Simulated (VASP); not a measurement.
# Y (Im-3m) in VASP: a series of runs

Runs on Y. Level: PBE. Tasks: single point.

Program: VASP 6.6.1. These are calculated values, not measurements. Logs are shortened: lines on timing, memory, paths and dates and some standing lists are left out, and cuts for length are marked.

## 1. The cell of the first run

The structure is cubic, space group Im-3m (No. 229). Conventional cell: a = 3.556 Å, b = 3.556 Å, c = 3.556 Å, α = 90.00°, β = 90.00°, γ = 90.00°. Y (site symmetry m-3m) has 14 Y at 3.08 to 3.56 Å within 4.1 Å.

## 2. Single point, PBE (volume scaled by 0.68)

INCAR

```
PREC = Accurate
ENCUT = 520
EDIFF = 1E-6
ISMEAR = -1
SIGMA = 0.08
LREAL = False
LASPH = True
NELM = 100
ALGO = Normal
ISIF = 2
LWAVE = False
LCHARG = False
GGA = PE
NBANDS = 12
```

KPOINTS

```
regular mesh
0
Gamma
  13 13 13
```

POSCAR

```
Y
1.0
   -1.7778171414      1.7778171414      1.7778171414
    1.7778171414     -1.7778171414      1.7778171414
    1.7778171414      1.7778171414     -1.7778171414
Y
1
Direct
    0.0000000000      0.0000000000      0.0000000000
```

Potentials or basis: VASP PAW PBE potentials, release 64 (Y_sv).

Started as:

```bash
$ cat potpaw_PBE.64/Y_sv/POTCAR > POTCAR
$ mpirun -np 1 vasp_std > vasp.out
```

OUTCAR:

```text
PREC = Accurate
   ENCUT = 520
   EDIFF = 1E-6
   ISMEAR = -1
   LREAL = False
   LASPH = True
   NELM = 100
   ISIF = 2
   GGA = PE

 ion  position               nearest neighbor table
   1  0.000  0.000  0.000-

  LATTYP: Found a body centered cubic cell.
 ALAT       =     3.5556342828

  Lattice vectors:

 A1 = (  -1.7778171414,   1.7778171414,   1.7778171414)
 A2 = (   1.7778171414,  -1.7778171414,   1.7778171414)
 A3 = (   1.7778171414,   1.7778171414,  -1.7778171414)

Analysis of symmetry for initial positions (statically):
=====================================================================
 Subroutine PRICEL returns:
 Original cell was already a primitive cell.

 Routine SETGRP: Setting up the symmetry group for a
 body centered cubic supercell.

 Subroutine GETGRP returns: Found 48 space group operations
 (whereof 48 operations were pure point group operations)
 out of a pool of 48 trial point group operations.

The static configuration has the point symmetry O_h .

Analysis of symmetry for dynamics (positions and initial velocities):
=====================================================================
 Subroutine PRICEL returns:
 Original cell was already a primitive cell.

 Routine SETGRP: Setting up the symmetry group for a
 body centered cubic supercell.

 Subroutine GETGRP returns: Found 48 space group operations
 (whereof 48 operations were pure point group operations)
 out of a pool of 48 trial point group operations.

The dynamic configuration has the point symmetry O_h .

 Subroutine INISYM returns: Found 48 space group operations
 (whereof 48 operations are pure point group operations),
 and found     1 'primitive' translations

----------------------------------------------------------------------------------------

                                     Primitive cell

  volume of cell :      22.4761

  direct lattice vectors                    reciprocal lattice vectors
    -1.777817141  1.777817141  1.777817141     0.000000000  0.281243773  0.281243773
     1.777817141 -1.777817141  1.777817141     0.281243773  0.000000000  0.281243773
     1.777817141  1.777817141 -1.777817141     0.281243773  0.281243773  0.000000000

  length of vectors
     3.079269615  3.079269615  3.079269615     0.397738758  0.397738758  0.397738758

  position of ions in fractional coordinates (direct lattice)
     0.000000000  0.000000000  0.000000000

  ion indices of the primitive-cell ions
   primitive index   ion index
                 1           1

----------------------------------------------------------------------------------------

 KPOINTS: regular mesh

Automatic generation of k-mesh.
 Grid dimensions read from file:
 generate k-points for:   13   13   13

 Generating k-lattice:

  Cartesian coordinates                     Fractional coordinates (reciprocal lattice)
     0.000000000  0.021634136  0.021634136     0.076923077  0.000000000  0.000000000
     0.021634136  0.000000000  0.021634136     0.000000000  0.076923077  0.000000000
     0.021634136  0.021634136  0.000000000     0.000000000  0.000000000  0.076923077

  Length of vectors
     0.030595289  0.030595289  0.030595289

  Shift w.r.t. Gamma in fractional coordinates (k-lattice)
     0.000000000  0.000000000  0.000000000

 Subroutine IBZKPT returns following result:
 ===========================================

 Found     84 irreducible k-points:

 Following reciprocal coordinates:
            Coordinates               Weight
  0.000000  0.000000  0.000000      1.000000
  0.076923  0.000000  0.000000     12.000000
  0.153846  0.000000  0.000000     12.000000
  0.230769  0.000000  0.000000     12.000000
  0.307692  0.000000  0.000000     12.000000
  0.384615  0.000000  0.000000     12.000000
[... 16 lines left out ...]
  0.153846  0.076923  0.076923     24.000000
  0.230769  0.076923  0.076923     24.000000
 [... further k-points ...]
   k-points           NKPTS =     84   k-points in BZ     NKDIM =     84   number of bands    NBANDS=     12
   number of dos      NEDOS =    301   number of ions     NIONS =      1
   total plane-waves  NPLWV =  13824
   dimension x,y,z NGX =    24 NGY =   24 NGZ =   24
   dimension x,y,z NGXF=    48 NGYF=   48 NGZF=   48
   ions per type =               1
   NGX,Y,Z   is equivalent  to a cutoff of  12.96, 12.96, 12.96 a.u.
   NGXF,Y,Z  is equivalent  to a cutoff of  25.91, 25.91, 25.91 a.u.
 SYSTEM =  unknown system
   PREC   = accura    normal or accurate (medium, high low for compatibility)
   ISTART =      0    job   : 0-new  1-cont  2-samecut
   ICHARG =      2    charge: 1-file 2-atom 10-const
   ISPIN  =      1    spin polarized calculation?
   LNONCOLLINEAR =      F non collinear calculations
   LSORBIT =      F    spin-orbit coupling
   LASPH  =      T    aspherical Exc in radial PAW
   ENCUT  =  520.0 eV  38.22 Ry    6.18 a.u.   5.73  5.73  5.73*2*pi/ulx,y,z
   NELM   =    100;   NELMIN=  2; NELMDL= -5     # of ELM steps
   EDIFF  = 0.1E-05   stopping-criterion for ELM
   LREAL  =      F    real-space projection
   EDIFFG = 0.1E-04   stopping-criterion for IOM
   NSW    =      0    number of steps for IOM
   IBRION =     -1    ionic relax: 0-MD 1-quasi-New 2-CG
   NFREE  =      0    steps in history (QN), initial steepest desc. (CG)
   ISIF   =      2    stress and relaxation
   ISYM   =      2    0-nonsym 1-usesym 2-fastsym
   POTIM  = 0.5000    time-step for ionic-motion
   TEBEG  =    0.0;   TEEND  =   0.0 temperature during run
   PSTRESS=    0.0 pullay stress
   NELECT =      11.0000    total number of electrons
   NUPDOWN=      -1.0000    fix difference up-down
   EMIN   =  10.00;   EMAX   =-10.00  energy-range for DOS
   EFERMI =   0.00;   METHOD = LEGACY
   ISMEAR =    -1;   SIGMA  =   0.08  broadening in eV -4-tet -1-fermi 0-gaus
   EFERMI_NEDOS =   21; number of points for ismear=-14 and -15
   IALGO  =     38    algorithm
   IMIX   =      4    mixing-type and parameters
     AMIX     =   0.40;   BMIX     =  1.00
     AMIX_MAG =   1.60;   BMIX_MAG =  1.00
  volume/ion in A,a.u.               =      22.48       151.68
  Fermi-wavevector in a.u.,A,eV,Ry     =   1.290126  2.437984 22.645862  1.664424
  Thomas-Fermi vector in A             =   2.421976
   LORBIT       =      0    0 simple, 1 ext, 2 COOP (PROOUT), +10 PAW based schemes
   GGA     = PE    functional components
   LHFCALC =     F    Hartree Fock is set to
   AEXX    =    0.0000 exact exchange contribution
   IVDW    =     0    specifies the selected vdW correction
   LEPSILON=     F    determine dielectric tensor
   LRPA    =     F    only Hartree local field effects (RPA)
 non-spin polarized calculation
  energy-cutoff  :      520.00
  volume of cell :       22.48
 maximum number of plane-waves:       617
   NGX = 11   NGY = 11   NGZ = 11

 number of electron      11.0000001 magnetization

 Free energy of the ion-electron system (eV)
  ---------------------------------------------------
  ext. energy  EPLUGINS =         0.00000000
  ---------------------------------------------------
  free energy    TOTEN  =        -5.68054870 eV

  energy without entropy =       -5.63908717  energy(sigma->0) =       -5.65981794

 E-fermi :   5.1755     XC(G=0): -11.0105

 val. band max:        5.1503747284   @ k =   0.2308   0.2308   0.1538
 cond. band min:       5.1963079111   @ k =   0.3077   0.3077   0.0000
 fundamental gap:      0.0459331827
 Fermi energy:         5.1754862834

 k-point     1 :       0.0000    0.0000    0.0000
  band No.  band energies     occupation
      1     -36.9291      2.00000
      2     -16.0590      2.00000
      3     -16.0590      2.00000
      4     -16.0590      2.00000
      5       0.0881      2.00000
      6       7.2796      0.00000
      7       7.2796      0.00000
      8       7.2796      0.00000
      9      10.0678      0.00000
     10      10.0678      0.00000
     11      16.9154      0.00000
     12      16.9154      0.00000

 k-point     2 :       0.0769    0.0000    0.0000
  band No.  band energies     occupation
      1     -36.9116      2.00000
      2     -16.1731      2.00000
      3     -16.0909      2.00000
      4     -16.0605      2.00000
      5       0.3322      2.00000
      6       7.0928      0.00000
      7       7.1963      0.00000
      8       7.5150      0.00000
      9       9.7527      0.00000
     10      10.0475      0.00000
     11      17.1731      0.00000
     12      17.3549      0.00000

 k-point     3 :       0.1538    0.0000    0.0000
  band No.  band energies     occupation
      1     -36.8627      2.00000
      2     -16.4786      2.00000
      3     -16.1780      2.00000
      4     -16.0650      2.00000
      5       0.9932      2.00000
      6       6.6314      0.00000
      7       6.8376      0.00000
      8       8.2069      0.00000
      9       9.4029      0.00000
     10      10.0341      0.00000
     11      17.7537      0.00000
     12      18.5711      0.00000
[... 286 lines left out ...]
 k-point    23 :       0.1538    0.0769    0.0769
  band No.  band energies     occupation
      1     -36.7703      2.00000
      2     -17.0094      2.00000
      3     -16.2713      2.00000
      4     -16.1527      2.00000
      5       2.2419      2.00000
      6       5.8238      0.00060
      7       5.8714      0.00033
      8       9.7390      0.00000
      9      10.1638      0.00000
     10      10.2077      0.00000
     11      18.3352      0.00000
     12      19.7119      0.00000

 k-point    24 :       0.2308    0.0769    0.0769
  band No.  band energies     occupation
      1     -36.7018      2.00000
      2     -17.3251      2.00000
      3     -16.4362      2.00000
      4     -16.1690      2.00000
      5       2.9399      2.00000
      6       5.3991      0.11511
      7       5.7859      0.00097
      8      10.0058      0.00000
      9      10.5121      0.00000
     10      11.6765      0.00000
     11      17.5925      0.00000
     12      19.3613      0.00000

 [... further k-points ...]

------------------------ aborting loop because EDIFF is reached ----------------------------------------

  FORCE on cell =-STRESS in cart. coord.  units (eV):
  Direction    XX          YY          ZZ          XY          YZ          ZX
  --------------------------------------------------------------------------------------
  -------------------------------------------------------------------------------------
  Total        3.6110639      3.6110639      3.6110639     -0.0000000      0.0000000      0.0000000
  in kB      257.4094561    257.4094561    257.4094561     -0.0000000      0.0000000      0.0000000
  external PRESSURE =     257.4094561 kB  Pullay stress =       0.0000000 kB

 VOLUME and BASIS-vectors are now :
 -----------------------------------------------------------------------------
  energy-cutoff  :      520.00
  volume of cell :       22.48
      direct lattice vectors                 reciprocal lattice vectors
    -1.777817141  1.777817141  1.777817141     0.000000000  0.281243773  0.281243773
     1.777817141 -1.777817141  1.777817141     0.281243773  0.000000000  0.281243773
     1.777817141  1.777817141 -1.777817141     0.281243773  0.281243773  0.000000000

 POSITION                                       TOTAL-FORCE (eV/Angst)
 -----------------------------------------------------------------------------------
      0.00000      0.00000      0.00000         0.000000     -0.000000     -0.000000
 -----------------------------------------------------------------------------------
    total drift:                               -0.000000     -0.000000      0.000000

  FREE ENERGIE OF THE ION-ELECTRON SYSTEM (eV)
  ---------------------------------------------------
  free  energy   TOTEN  =        -5.6805487043 eV

  energy  without entropy=       -5.6390871691  energy(sigma->0) =       -5.65981794
```

It took 30 s on 1 thread of AMD EPYC 7R43 (Zen 3), shared host; peak memory 0.13 GiB.

What came out:

- Free energy: -5.6805 eV
- Pressure: 25.7 GPa

## 3. Single point, PBE (volume scaled by 0.68)

INCAR

```
SYSTEM = Y
PREC = Accurate
ENCUT = 520
EDIFF = 1E-7
ISMEAR = -1
SIGMA = 0.08
LREAL = .FALSE.
LASPH = .TRUE.
NELM = 60
ALGO = Normal
ISIF = 2
LWAVE = .FALSE.
LCHARG = .TRUE.
GGA = PE
LELF = .TRUE.
LVHAR = .TRUE.
NBANDS = 12
```

KPOINTS

```
Automatic mesh
0
G
  13 13 13
  0 0 0
```

POSCAR is that of step 2.

Potentials or basis: VASP PAW PBE potentials, release 64 (Y_sv).

Started as:

```bash
$ cat potpaw_PBE.64/Y_sv/POTCAR > POTCAR
$ mpirun -np 1 vasp_std > vasp.out
```

Wall time 33 s (1 thread of AMD EPYC 7R43 (Zen 3), shared host); peak memory 0.13 GiB.

It converged, with:

```
Free energy : -5.6805 eV
Pressure    : 25.7 GPa
```

Levels at points of the mesh, in eV from the Fermi level:
```tsv
k point	band 4	band 5	band 6	band 7	band 8	band 9
(0.00, 0.00, 0.00)	-21.23	-5.09	2.10	2.10	2.10	4.89
```
